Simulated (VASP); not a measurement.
# SnSe2 (P-3m1) in VASP: notebook, part 2 of 2

VASP 6.6.1.

### Step 4. Single point, PBE+D3(BJ) (25.58 Å³/atom)

Contents of INCAR:

```
SYSTEM = SnSe2
PREC     = Accurate       ! precision mode
ENCUT    = 500            ! plane-wave cutoff, eV
EDIFF    = 1E-6           ! SCF threshold, eV
ISMEAR   = 0              ! smearing method
SIGMA    = 0.03           ! smearing width, eV
LREAL    = .False.        ! projectors in reciprocal space
LASPH    = .True.         ! aspherical terms in the spheres
NELM     = 120            ! most SCF steps
ALGO     = Normal         ! electronic algorithm
ISIF     = 2              ! what is computed and relaxed
LWAVE    = .False.        ! write WAVECAR
LCHARG   = .False.        ! write CHGCAR
GGA      = PE             ! functional
IVDW     = 12             ! dispersion correction
NBANDS   = 20             ! bands
GGA_COMPAT= .False.
```

Contents of KPOINTS:

```
regular mesh
0
Gamma
  12 12 6
  0 0 0
```

Contents of POSCAR:

```
SnSe2
1.0
    3.9984744362      0.0000000000      0.0000000000
   -1.9992372181      3.4627804381      0.0000000000
    0.0000000000      0.0000000000      5.5430851109
Sn Se
1 2
Direct
    0.0000000000      0.0000000000      0.0000000000
    0.3333333333      0.6666666667      0.2651331237
    0.6666666667      0.3333333333      0.7348668763
```

Potentials or basis: VASP PAW PBE potentials, release 64 (Sn_d, Se).

Launch:

```console
> cat potpaw_PBE.64/Sn_d/POTCAR potpaw_PBE.64/Se/POTCAR > POTCAR
> mpirun -np 1 vasp_std > vasp.out
```

OUTCAR:

```text
SYSTEM = SnSe2
   PREC = Accurate
   ENCUT = 500
   EDIFF = 1E-6
   ISMEAR = 0
   LREAL = .False.
   LASPH = .True.
   NELM = 120
   ISIF = 2
   GGA = PE
   IVDW = 12
 IVDW          = 12

 ion  position               nearest neighbor table
   1  0.000  0.000  0.000-   2 2.74   3 2.74   2 2.74   3 2.74   3 2.74   2 2.74
   2  0.333  0.667  0.265-   1 2.74   1 2.74   1 2.74
   3  0.667  0.333  0.735-   1 2.74   1 2.74   1 2.74

  LATTYP: Found a hexagonal cell.
 ALAT       =     3.9984744362
 C/A-ratio  =     1.3863000000

  Lattice vectors:

 A1 = (   3.9984744362,   0.0000000000,   0.0000000000)
 A2 = (  -1.9992372181,   3.4627804381,   0.0000000000)
 A3 = (   0.0000000000,   0.0000000000,   5.5430851109)

Analysis of symmetry for initial positions (statically):
=====================================================================
 Subroutine PRICEL returns:
 Original cell was already a primitive cell.

 Routine SETGRP: Setting up the symmetry group for a
 hexagonal supercell.

 Subroutine GETGRP returns: Found 12 space group operations
 (whereof 12 operations were pure point group operations)
 out of a pool of 24 trial point group operations.

The static configuration has the point symmetry D_3d.

[... 162 lines left out ...]

 E-fermi :   4.9388     XC(G=0):  -9.5722

 val. band max:        4.8860055828   @ k =   0.0833   0.0833   0.0000
 cond. band min:       4.9467816612   @ k =   0.0000   0.3333   0.3333
 fundamental gap:      0.0607760784
 Fermi energy:         4.9387617555

 k-point     1 :       0.0000    0.0000    0.0000
  band No.  band energies     occupation
      1     -16.9526      2.00000
      2     -16.9526      2.00000
      3     -16.9391      2.00000
      4     -16.9160      2.00000
      5     -16.9160      2.00000
      6      -9.4574      2.00000
[... 541 lines left out ...]
     19      12.4345      0.00000
     20      12.5735      0.00000

 [... further k-points ...]

------------------------ aborting loop because EDIFF is reached ----------------------------------------

 Edisp (eV)   -1.09293

 E8    (eV) :    -0.4788

  FORCE on cell =-STRESS in cart. coord.  units (eV):
  Direction    XX          YY          ZZ          XY          YZ          ZX
  --------------------------------------------------------------------------------------
  -------------------------------------------------------------------------------------
  Total      -0.79112    -0.79112     1.63067     0.00000     0.00000     0.00000
  in kB     -16.51515   -16.51515    34.04133     0.00000     0.00000     0.00000
  external pressure =        0.34 kB  Pullay stress =        0.00 kB

 VOLUME and BASIS-vectors are now :
 -----------------------------------------------------------------------------
  energy-cutoff  :      500.00
  volume of cell :       76.75
      direct lattice vectors                 reciprocal lattice vectors
     3.998474436  0.000000000  0.000000000     0.250095384  0.144392637  0.000000000
    -1.999237218  3.462780438  0.000000000     0.000000000  0.288785275  0.000000000
     0.000000000  0.000000000  5.543085111     0.000000000  0.000000000  0.180404951

 POSITION                                       TOTAL-FORCE (eV/Angst)
 -----------------------------------------------------------------------------------
      0.00000      0.00000      0.00000         0.000000      0.000000      0.000000
     -0.00000      2.30852      1.46966         0.000000      0.000000      0.569220
      1.99924      1.15426      4.07343        -0.000000     -0.000000     -0.569220
 -----------------------------------------------------------------------------------
    total drift:                                0.000000     -0.000000      0.000000

  FREE ENERGIE OF THE ION-ELECTRON SYSTEM (eV)
  ---------------------------------------------------
  free  energy   TOTEN  =       -12.7842316915 eV

  energy  without entropy=      -12.7838945257  energy(sigma->0) =      -12.78406311
```

OSZICAR:

```text
N       E                     dE             d eps       ncg     rms          rms(c)
DAV:   1     0.203192507916E+03    0.20319E+03   -0.11838E+04  4120   0.144E+03
DAV:   2     0.114096098734E+02   -0.19178E+03   -0.18436E+03  4252   0.382E+02
DAV:   3    -0.111695488202E+02   -0.22579E+02   -0.22071E+02  4820   0.113E+02
DAV:   4    -0.119467610672E+02   -0.77721E+00   -0.77587E+00  4688   0.222E+01
DAV:   5    -0.119652258839E+02   -0.18465E-01   -0.18463E-01  5392   0.358E+00    0.487E+00
DAV:   6    -0.117028106233E+02    0.26242E+00   -0.55467E-01  5892   0.732E+00    0.314E+00
DAV:   7    -0.116903280609E+02    0.12483E-01   -0.15521E-01  4696   0.231E+00    0.109E+00
DAV:   8    -0.116906688563E+02   -0.34080E-03   -0.13159E-02  4764   0.114E+00    0.278E-01
DAV:   9    -0.116912501602E+02   -0.58130E-03   -0.18575E-03  4588   0.379E-01    0.899E-02
DAV:  10    -0.116912626699E+02   -0.12510E-04   -0.17092E-04  4696   0.926E-02    0.322E-02
DAV:  11    -0.116913015629E+02   -0.38893E-04   -0.46076E-05  4444   0.411E-02    0.787E-03
DAV:  12    -0.116913027382E+02   -0.11753E-05   -0.51385E-06  4744   0.127E-02    0.649E-03
DAV:  13    -0.116913033330E+02   -0.59482E-06   -0.23397E-06  4000   0.103E-02
   1 F= -.12784232E+02 E0= -.12784063E+02  d E =-.337166E-03
```

stdout:

```text
POSCAR found type information on POSCAR SnSe
 POSCAR found :  2 types and       3 ions
 scaLAPACK will be used
 LDA part: xc-table for (Slater+PW92), standard interpolation
 POSCAR, INCAR and KPOINTS ok, starting setup
 FFT: planning ... GRIDC
 FFT: planning ... GRID_SOFT
 FFT: planning ... GRID
 WAVECAR not read
 entering main loop
```

Run time: 3.9 min. Hardware: 1 thread of Intel Xeon 8259CL, shared host; peak memory 0.29 GiB.

Results:

```yaml
Free_energy: -12.7842 eV
Pressure: 0.0 GPa
Largest_force: 0.569 eV/Å
Band_gap_on_the_k_mesh: zero (filled and empty bands overlap)
Dispersion_energy_per_atom: -0.364 eV
```

Forces on the atoms (eV/Å):
```
Sn   0.000  0.000  0.000
Se   0.000  0.000  0.569
Se   0.000  0.000 -0.569
```

Stress tensor (GPa, compression positive):
```
-1.65  0.00  0.00
 0.00 -1.65  0.00
 0.00  0.00  3.40
```

Caveat: semilocal functionals underestimate gaps, so a narrow gap can read as zero; spin-orbit coupling is left out, which moves the levels of the heavy elements.

### Step 5. Single point, PBE+D3(BJ) (26.95 Å³/atom)

This run uses another cell than the first one, of 26.95 Å³/atom.

Contents of INCAR:

```
SYSTEM = SnSe2
  PREC = Accurate
  ENCUT = 500
  EDIFF = 1E-6
  ISMEAR = 0
  SIGMA = 0.03
  LREAL = .FALSE.
  LASPH = .TRUE.
  NELM = 120
  ALGO = Normal
  ISIF = 2
  LWAVE = .FALSE.
  LCHARG = .TRUE.
  GGA = PE
  IVDW = 12
  LELF = .TRUE.
  LVHAR = .TRUE.
  NBANDS = 20
  GGA_COMPAT = .FALSE.
```

Contents of KPOINTS:

```
Automatic mesh
0
G
  12 12 6
  0 0 0
```

Contents of POSCAR:

```
SnSe2
1.0
    4.1514211573      0.0000000000      0.0000000000
   -2.0757105787      3.5952361840      0.0000000000
    0.0000000000      0.0000000000      5.4163591840
Sn Se
1 2
Direct
    0.0000000000      0.0000000000      0.0000000000
    0.3333333333      0.6666666667      0.2651331237
    0.6666666667      0.3333333333      0.7348668763
```

Launch:

```console
> cat potpaw_PBE.64/Sn_d/POTCAR potpaw_PBE.64/Se/POTCAR > POTCAR
> mpirun -np 1 vasp_std > vasp.out
```

Run time: 3.4 min. Hardware: 1 thread of Intel Xeon 8259CL, shared host; peak memory 0.29 GiB.

Results (log left out):

```
Free energy                : -12.6338 eV
Pressure                   : -3.1 GPa
Largest force              : 0.407 eV/Å
Band gap on the k mesh     : zero (bands 13 and 14 overlap by 0.15 eV)
Dispersion energy per atom : -0.345 eV
```

Forces on the atoms (eV/Å):
```
Sn   0.000  0.000  0.000
Se   0.000  0.000  0.407
Se   0.000  0.000 -0.407
```

Stress tensor (GPa, compression positive):
```
-5.02  0.00  0.00
 0.00 -5.02  0.00
 0.00  0.00  0.79
```

Levels at points of the mesh, in eV from the Fermi level:
| k point | band 9 | band 10 | band 11 | band 12 | band 13 | band 14 | band 15 | band 16 | band 17 | band 18 |
| --- | --- | --- | --- | --- | --- | --- | --- | --- | --- | --- |
| (0.00, 0.00, 0.00) | -1.70 | -1.70 | -1.66 | -1.66 | -0.82 | 0.16 | 1.66 | 3.60 | 3.60 | 8.03 |
| (0.50, 0.00, 0.00) | -4.01 | -3.57 | -3.14 | -1.75 | -0.76 | 0.51 | 2.87 | 4.32 | 4.75 | 7.01 |
| (0.00, 0.00, 0.50) | -2.13 | -1.91 | -1.91 | -1.24 | -1.24 | 0.97 | 1.55 | 2.86 | 2.86 | 6.80 |
| (0.50, 0.00, 0.50) | -5.10 | -3.12 | -1.84 | -1.73 | -1.68 | 0.87 | 3.58 | 4.95 | 5.66 | 6.55 |

Caveat: the cell stands under tension; semilocal functionals underestimate gaps, so a narrow gap can read as zero; spin-orbit coupling is left out, which moves the levels of the heavy elements.

### Step 6. The runs side by side

```tsv
cell	gap on the mesh (eV)	pressure (GPa)	largest force (eV/Å)
a = 3.614, b = 3.614, c = 6.785 Å, angles 90.0, 90.0, 120.0°, 3 atoms	none	0.3	1.05
a = 3.688, b = 3.688, c = 6.516 Å, angles 90.0, 90.0, 120.0°, 3 atoms	none	0.1	0.73
a = 3.998, b = 3.998, c = 5.543 Å, angles 90.0, 90.0, 120.0°, 3 atoms	none	0.0	0.57
a = 4.151, b = 4.151, c = 5.416 Å, angles 90.0, 90.0, 120.0°, 3 atoms	none	-3.1	0.41
```

Alike in all rows: task single point; level PBE+D3(BJ); potentials or basis VASP PAW PBE potentials, release 64 (Sn_d, Se); no spin polarisation; k mesh 12 × 12 × 6; cutoff (eV) 500; smearing gaussian 0.03 eV.

Caveats: semilocal functionals underestimate gaps, so a narrow gap can read as zero; spin-orbit coupling is left out, which moves the levels of the heavy elements; forces of over 1 eV/Å act on the atoms, so gaps and moduli don't describe the material at rest (at least some runs); the cell stands under tension (at least some runs).

Absolute energies hang on the potentials; compare differences alone.

### Step 7. Comparison with measurements

Step 2. Measured gap of SnSe2: 1.207 eV (an exciton energy, a little under the gap; 300 K; “Temperature Dependent Excitonic Transition Energy and Enhanced Electron-Phonon Coupling in Layered Ternary SnS2-xSex Semiconductors with Fully Tunable Stoichiometry”, 2021, pmc:8069899). This calculation gives 0.00 eV (-1.21 eV). So large a miss can be the level of theory's own, or it may mean another phase, state or a wrong row. Spin-orbit coupling on Se, Sn is left out. The value is that of PBE+D3(BJ) on a finite k mesh, which can miss the band edges, without temperature or zero-point motion. Semilocal functionals fall short of measured gaps as a rule.

Step 3. A measured gap of SnSe2 is 1.207 eV (an exciton energy, a little under the gap; 300 K; “Temperature Dependent Excitonic Transition Energy and Enhanced Electron-Phonon Coupling in Layered Ternary SnS2-xSex Semiconductors with Fully Tunable Stoichiometry”, 2021, pmc:8069899); the calculated 0.00 eV misses it by -1.21 eV. So large a miss can be the level of theory's own, or it may mean another phase, state or a wrong row. Spin-orbit coupling on Se, Sn is left out. The value is that of PBE+D3(BJ) on a finite k mesh, which can miss the band edges, without temperature or zero-point motion. Semilocal functionals fall short of measured gaps as a rule.

Step 4. A measured gap of SnSe2 is 1.207 eV (an exciton energy, a little under the gap; 300 K; “Temperature Dependent Excitonic Transition Energy and Enhanced Electron-Phonon Coupling in Layered Ternary SnS2-xSex Semiconductors with Fully Tunable Stoichiometry”, 2021, pmc:8069899); the calculated 0.00 eV misses it by -1.21 eV. So large a miss can be the level of theory's own, or it may mean another phase, state or a wrong row. Spin-orbit coupling on Se, Sn is left out. The value is that of PBE+D3(BJ) on a finite k mesh, which can miss the band edges, without temperature or zero-point motion. Semilocal functionals fall short of measured gaps as a rule.
